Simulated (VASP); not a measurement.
# AlN in VASP: single point with r2SCAN

Aim: the single point of AlN with r2SCAN.

All numbers are computed with VASP 6.6.1; they aren't measurements. Logs are shortened: lines on timing, memory, paths and dates and some standing lists are left out, and cuts for length are marked.

## (1) The cell of the first run

The cell holds a slab with vacuum, 8 atoms: a = 3.107 Å, b = 4.979 Å, c = 19.587 Å, α = 90.00°, β = 90.00°, γ = 90.00°.

## (2) Single point, r2SCAN

Input file POSCAR:

```
AlN
1.0
    3.1067327938      0.0000000000      0.0000000000
    0.0000000000      4.9786050945      0.0000000000
    0.0000000000      0.0000000000     19.5873000000
Al N
4 4
Direct
    0.0000000000      0.0810684405      0.4242952468
    0.5000000000      0.5559664677      0.4459777222
    0.5000000000      0.0559664338      0.5540222971
    0.0000000000      0.5810683619      0.5757047541
    0.0000000000      0.4316857794      0.4112582891
    0.5000000000      0.9312794311      0.4533867946
    0.5000000000      0.4312793913      0.5466131791
    0.0000000000      0.9316856942      0.5887417170
```

Input file INCAR.step1:

```
SYSTEM = AlN
PREC = Accurate ; ENCUT = 520
ISMEAR = -1 ; SIGMA = 0.02
LREAL = .False. ; LASPH = .True.
NELM = 80 ; LDIPOL = .True.
IDIPOL = 3 ; DIPOL = 0.5 0.5 0.500
NBANDS = 26 ; GGA = PE
ALGO = Normal ; EDIFF = 1E-4
LWAVE = .True. ; LCHARG = .False.
```

Input file INCAR.step2:

```
SYSTEM = AlN
PREC = Accurate ; ENCUT = 520
EDIFF = 1E-7 ; ISMEAR = -1
SIGMA = 0.02 ; LREAL = .False.
LASPH = .True. ; NELM = 80
ALGO = Normal ; ISIF = 2
LWAVE = .False. ; LCHARG = .False.
LDIPOL = .True. ; IDIPOL = 3
DIPOL = 0.5 0.5 0.500 ; METAGGA = R2SCAN
LMIXTAU = .True. ; NBANDS = 26
ISTART = 1
```

Input file KPOINTS:

```
Automatic mesh
0
Gamma
  10 6 1
  0 0 0
```

Potentials or basis: VASP PAW PBE potentials, release 64 (Al, N).

The run is started by

```console
$ cat potpaw_PBE.64/Al/POTCAR potpaw_PBE.64/N/POTCAR > POTCAR
$ cp INCAR.step1 INCAR
$ mpirun -np 1 vasp_std > vasp.out
$ cp INCAR.step2 INCAR
$ mpirun -np 1 vasp_std > vasp.out
```

OUTCAR:

```text
SYSTEM = AlN
   PREC = Accurate
   ENCUT = 520
   EDIFF = 1E-7
   ISMEAR = -1
   LREAL = .False.
   LASPH = .True.
   NELM = 80
   ISIF = 2
   METAGGA = R2SCAN
   ISTART = 1

 ion  position               nearest neighbor table
   1  0.000  0.081  0.424-   5 1.76   6 1.81   6 1.81   2 2.86   2 2.86   3 2.98   3 2.98   2 3.07
                             2 3.07
   2  0.500  0.556  0.446-   5 1.81   5 1.81   6 1.87   7 2.07   1 2.86   1 2.86   4 2.98   4 2.98
                             1 3.07   1 3.07   3 3.27   3 3.27
   3  0.500  0.056  0.554-   8 1.81   8 1.81   7 1.87   6 2.07   4 2.86   4 2.86   1 2.98   1 2.98
                             4 3.07   4 3.07   2 3.27   2 3.27
   4  0.000  0.581  0.576-   8 1.76   7 1.81   7 1.81   3 2.86   3 2.86   2 2.98   2 2.98   3 3.07
                             3 3.07
   5  0.000  0.432  0.411-   1 1.76   2 1.81   2 1.81
   6  0.500  0.931  0.453-   1 1.81   1 1.81   2 1.87   3 2.07
   7  0.500  0.431  0.547-   4 1.81   4 1.81   3 1.87   2 2.07
   8  0.000  0.932  0.589-   4 1.76   3 1.81   3 1.81

  LATTYP: Found a simple orthorhombic cell.
 ALAT       =     3.1067327938
 B/A-ratio  =     1.6025211774
 C/A-ratio  =     6.3047906917

  Lattice vectors:

 A1 = (   3.1067327938,   0.0000000000,   0.0000000000)
 A2 = (   0.0000000000,   4.9786050945,   0.0000000000)
 A3 = (   0.0000000000,   0.0000000000,  19.5873000000)

Analysis of symmetry for initial positions (statically):
=====================================================================
 Subroutine PRICEL returns:
 Original cell was already a primitive cell.

 Routine SETGRP: Setting up the symmetry group for a
 simple orthorhombic supercell.

 Subroutine GETGRP returns: Found  4 space group operations
 (whereof  2 operations were pure point group operations)
 out of a pool of  8 trial point group operations.

The static configuration has the point symmetry C_1h.
 The point group associated with its full space group is C_2v.

Analysis of symmetry for dynamics (positions and initial velocities):
=====================================================================
 Subroutine PRICEL returns:
 Original cell was already a primitive cell.

 Routine SETGRP: Setting up the symmetry group for a
 simple orthorhombic supercell.

 Subroutine GETGRP returns: Found  4 space group operations
 (whereof  2 operations were pure point group operations)
 out of a pool of  8 trial point group operations.

The dynamic configuration has the point symmetry C_1h.
 The point group associated with its full space group is C_2v.

 Subroutine INISYM returns: Found  4 space group operations
 (whereof  2 operations are pure point group operations),
 and found     1 'primitive' translations

----------------------------------------------------------------------------------------

                                     Primitive cell

  volume of cell :     302.9606

  direct lattice vectors                    reciprocal lattice vectors
     3.106732794  0.000000000  0.000000000     0.321881561  0.000000000  0.000000000
     0.000000000  4.978605094  0.000000000     0.000000000  0.200859474  0.000000000
     0.000000000  0.000000000 19.587300000     0.000000000  0.000000000  0.051053489

  length of vectors
     3.106732794  4.978605094 19.587300000     0.321881561  0.200859474  0.051053489

  position of ions in fractional coordinates (direct lattice)
     0.000000000  0.081068440  0.424295247
     0.500000000  0.555966468  0.445977722
     0.500000000  0.055966434  0.554022297
     0.000000000  0.581068362  0.575704754
     0.000000000  0.431685779  0.411258289
     0.500000000  0.931279431  0.453386795
     0.500000000  0.431279391  0.546613179
     0.000000000  0.931685694  0.588741717

  ion indices of the primitive-cell ions
   primitive index   ion index
                 1           1
                 2           2
                 3           3
                 4           4
                 5           5
                 6           6
                 7           7
                 8           8

----------------------------------------------------------------------------------------

 KPOINTS: Automatic mesh

Automatic generation of k-mesh.
 Grid dimensions read from file:
 generate k-points for:   10    6    1

 Generating k-lattice:

  Cartesian coordinates                     Fractional coordinates (reciprocal lattice)
     0.032188156  0.000000000  0.000000000     0.100000000  0.000000000  0.000000000
     0.000000000  0.033476579  0.000000000     0.000000000  0.166666667  0.000000000
     0.000000000  0.000000000  0.051053489     0.000000000  0.000000000  1.000000000

  Length of vectors
     0.032188156  0.033476579  0.051053489

  Shift w.r.t. Gamma in fractional coordinates (k-lattice)
     0.000000000  0.000000000  0.000000000

 Subroutine IBZKPT returns following result:
 ===========================================

 Found     24 irreducible k-points:

 Following reciprocal coordinates:
            Coordinates               Weight
  0.000000  0.000000  0.000000      1.000000
  0.100000  0.000000  0.000000      2.000000
  0.200000  0.000000  0.000000      2.000000
  0.300000  0.000000  0.000000      2.000000
  0.400000  0.000000  0.000000      2.000000
  0.500000  0.000000  0.000000      1.000000
[... 16 lines left out ...]
  0.400000  0.500000  0.000000      2.000000
  0.500000  0.500000  0.000000      1.000000
   k-points           NKPTS =     24   k-points in BZ     NKDIM =     24   number of bands    NBANDS=     26
   number of dos      NEDOS =    301   number of ions     NIONS =      8
   total plane-waves  NPLWV = 144000
   dimension x,y,z NGX =    24 NGY =   40 NGZ =  150
   dimension x,y,z NGXF=    48 NGYF=   80 NGZF=  300
   ions per type =               4   4
   NGX,Y,Z   is equivalent  to a cutoff of  12.84, 13.36, 12.73 a.u.
   NGXF,Y,Z  is equivalent  to a cutoff of  25.69, 26.71, 25.46 a.u.
 SYSTEM =  AlN
   PREC   = accura    normal or accurate (medium, high low for compatibility)
   ISTART =      1    job   : 0-new  1-cont  2-samecut
   ICHARG =      0    charge: 1-file 2-atom 10-const
   ISPIN  =      1    spin polarized calculation?
   LNONCOLLINEAR =      F non collinear calculations
   LSORBIT =      F    spin-orbit coupling
   LASPH  =      T    aspherical Exc in radial PAW
   ENCUT  =  520.0 eV  38.22 Ry    6.18 a.u.   5.78  9.26 36.42*2*pi/ulx,y,z
   NELM   =     80;   NELMIN=  2; NELMDL=  0     # of ELM steps
   EDIFF  = 0.1E-06   stopping-criterion for ELM
   LREAL  =      F    real-space projection
   EDIFFG = 0.1E-05   stopping-criterion for IOM
   NSW    =      0    number of steps for IOM
   IBRION =     -1    ionic relax: 0-MD 1-quasi-New 2-CG
   NFREE  =      0    steps in history (QN), initial steepest desc. (CG)
   ISIF   =      2    stress and relaxation
   ISYM   =      2    0-nonsym 1-usesym 2-fastsym
   POTIM  = 0.5000    time-step for ionic-motion
   TEBEG  =    0.0;   TEEND  =   0.0 temperature during run
   PSTRESS=    0.0 pullay stress
   NELECT =      32.0000    total number of electrons
   NUPDOWN=      -1.0000    fix difference up-down
   EMIN   =  10.00;   EMAX   =-10.00  energy-range for DOS
   EFERMI =   0.00;   METHOD = LEGACY
   ISMEAR =    -1;   SIGMA  =   0.02  broadening in eV -4-tet -1-fermi 0-gaus
   EFERMI_NEDOS =   21; number of points for ismear=-14 and -15
   IALGO  =     38    algorithm
   IMIX   =      4    mixing-type and parameters
     AMIX     =   0.40;   BMIX     =  1.00
     AMIX_MAG =   1.60;   BMIX_MAG =  1.00
  volume/ion in A,a.u.               =      37.87       255.56
  Fermi-wavevector in a.u.,A,eV,Ry     =   0.773861  1.462385  8.147989  0.598860
  Thomas-Fermi vector in A             =   1.875795
   LORBIT       =      0    0 simple, 1 ext, 2 COOP (PROOUT), +10 PAW based schemes
   METAGGA = R2SCAN    functional components
   LHFCALC =     F    Hartree Fock is set to
   AEXX    =    0.0000 exact exchange contribution
   IVDW    =     0    specifies the selected vdW correction
   LEPSILON=     F    determine dielectric tensor
   LRPA    =     F    only Hartree local field effects (RPA)
 non-spin polarized calculation
  energy-cutoff  :      520.00
  volume of cell :      302.96
 maximum number of plane-waves:      8206
 NGX is ok and might be reduce to    24
   NGX = 11   NGY = 19   NGZ = 73

 number of electron      31.9999998 magnetization

 dipolmoment           0.000000      0.000000      0.000001 electrons x Angstroem

 Free energy of the ion-electron system (eV)
  ---------------------------------------------------
  ext. energy  EPLUGINS =         0.00000000
  ---------------------------------------------------
  free energy    TOTEN  =       -72.52136858 eV

  energy without entropy =      -72.52136858  energy(sigma->0) =      -72.52136858

 E-fermi :  -2.0537     XC(G=0):  -3.7486

 val. band max:       -2.5382373508   @ k =   0.2000   0.0000   0.0000
 cond. band min:       0.5244059996   @ k =   0.0000   0.0000   0.0000
 fundamental gap:      3.0626433504
 Fermi energy:        -2.0536962674

 k-point     1 :       0.0000    0.0000    0.0000
  band No.  band energies     occupation
      1     -18.4950      2.00000
      2     -17.3640      2.00000
      3     -16.1819      2.00000
      4     -15.6640      2.00000
      5      -8.4888      2.00000
      6      -7.2637      2.00000
[... 18 lines left out ...]
     25       5.2594      0.00000
     26       6.0439      0.00000

 k-point     2 :       0.1000    0.0000    0.0000
  band No.  band energies     occupation
      1     -18.4062      2.00000
      2     -17.2954      2.00000
      3     -16.1320      2.00000
      4     -15.6481      2.00000
      5      -8.3777      2.00000
      6      -7.1673      2.00000
[... 18 lines left out ...]
     25       5.5290      0.00000
[... 608 lines left out ...]
     25       7.1274      0.00000
     26       7.1275      0.00000

 k-point    24 :       0.5000    0.5000    0.0000
  band No.  band energies     occupation
      1     -16.8487      2.00000
      2     -16.8487      2.00000
      3     -15.6672      2.00000
      4     -15.6672      2.00000
      5      -8.3326      2.00000
      6      -8.3326      2.00000
[... 18 lines left out ...]
     25       7.4437      0.00000
     26       7.4437      0.00000

------------------------ aborting loop because EDIFF is reached ----------------------------------------

 vacuum level on the upper side and lower side of the slab       (xc-potential included)        -0.026        -0.026

  FORCE on cell =-STRESS in cart. coord.  units (eV):
  Direction    XX          YY          ZZ          XY          YZ          ZX
  --------------------------------------------------------------------------------------
  -------------------------------------------------------------------------------------
  Total        6.0556779      4.0789138     -0.1848271      0.0000000      0.0000000      0.0000000
  in kB       32.0248564     21.5709344     -0.9774400      0.0000000      0.0000000      0.0000000
  external PRESSURE =      17.5394502 kB  Pullay stress =       0.0000000 kB

 VOLUME and BASIS-vectors are now :
 -----------------------------------------------------------------------------
  energy-cutoff  :      520.00
  volume of cell :      302.96
      direct lattice vectors                 reciprocal lattice vectors
     3.106732794  0.000000000  0.000000000     0.321881561  0.000000000  0.000000000
     0.000000000  4.978605094  0.000000000     0.000000000  0.200859474  0.000000000
     0.000000000  0.000000000 19.587300000     0.000000000  0.000000000  0.051053489

 POSITION                                       TOTAL-FORCE (eV/Angst)
 -----------------------------------------------------------------------------------
      0.00000      0.40361      8.31080         0.000000     -0.024355      0.022196
      1.55337      2.76794      8.73550         0.000000      0.013061      0.024572
      1.55337      0.27863     10.85180         0.000000      0.013061     -0.024572
      0.00000      2.89291     11.27650         0.000000     -0.024355     -0.022196
      0.00000      2.14919      8.05544         0.000000      0.021722     -0.008557
      1.55337      4.63647      8.88062         0.000000     -0.010427      0.007186
      1.55337      2.14717     10.70668         0.000000     -0.010427     -0.007186
      0.00000      4.63850     11.53186         0.000000      0.021722      0.008557
 -----------------------------------------------------------------------------------
    total drift:                               -0.000000      0.009314      0.000387

  FREE ENERGIE OF THE ION-ELECTRON SYSTEM (eV)
  ---------------------------------------------------
  free  energy   TOTEN  =       -72.5213685801 eV

  energy  without entropy=      -72.5213685801  energy(sigma->0) =      -72.52136858

 vacuum level on the upper side and lower side of the slab         3.277         3.276
```

It took 38 min on 1 thread of Intel Xeon 8259CL, shared host; peak memory 0.48 GiB.

What came out:

| Property | Result |
| --- | --- |
| Free energy | -72.5214 eV |
| Largest force | 0.033 eV/Å |
| Band gap on the k mesh | 3.06 eV (least direct gap 3.15 eV) |

Forces in eV/Å, atoms in the order of the input:
```
Al   0.000 -0.024  0.022
Al   0.000  0.013  0.025
Al   0.000  0.013 -0.025
Al   0.000 -0.024 -0.022
N    0.000  0.022 -0.009
N    0.000 -0.010  0.007
N    0.000 -0.010 -0.007
N    0.000  0.022  0.009
```

Levels at points of the mesh, in eV from the valence-band top:
| k point | band 12 | band 13 | band 14 | band 15 | band 16 | band 17 | band 18 | band 19 | band 20 | band 21 |
| --- | --- | --- | --- | --- | --- | --- | --- | --- | --- | --- |
| (0.00, 0.00, 0.00) | -0.83 | -0.75 | -0.66 | -0.53 | -0.09 | 3.06 | 4.35 | 5.88 | 6.26 | 6.44 |
| (0.50, 0.00, 0.00) | -2.30 | -2.10 | -1.23 | -0.54 | -0.18 | 4.82 | 5.45 | 6.48 | 7.00 | 7.63 |
| (0.00, 0.50, 0.00) | -1.86 | -0.86 | -0.86 | -0.43 | -0.43 | 4.19 | 4.19 | 6.66 | 6.66 | 6.94 |
| (0.50, 0.50, 0.00) | -1.64 | -1.48 | -1.48 | -0.20 | -0.20 | 4.90 | 4.91 | 6.70 | 6.70 | 7.10 |

Caveat: the PAW data sets were made with another functional, which shifts forces and pressure a little.
